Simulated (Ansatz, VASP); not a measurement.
**One calculation of Na2P, two programs**

```xyz
3
Lattice="-1.8948 1.8948 4.4929 1.8948 -1.8948 4.4929 1.8948 1.8948 -4.4929" Properties=species:S:1:pos:R:3 pbc="T T T"
Na    0.0000    0.0000    3.0973
Na    0.0000    0.0000    5.8885
P     0.0000    0.0000    0.0000
```

Alike in both runs: task single point; functional PBE; k mesh 18 × 18 × 18; occupations gaussian, width 0.1 eV; no spin polarisation.

```csv
,VASP,Ansatz
version,VASP 6.6.1,Ansatz 0.2.0
potentials or method,"VASP PAW PBE potentials, release 64 (Na_pv, P), cutoff 520 eV","scalar-relativistic, plane waves, PAW"
valence electrons in the cell,19,23
```

|  | VASP | Ansatz | Ansatz less VASP |
| --- | --- | --- | --- |
| gap on the k mesh at the Fermi level (eV) | none | none | - |
| pressure (GPa) | 0.0 | 0.0 | -0.02 |

A gap of «none» marks a metal or a gap that the smearing closes. VASP's potentials hold 19 valence electrons a cell and Ansatz's 23, so a difference there can come from the potentials and not from the codes.
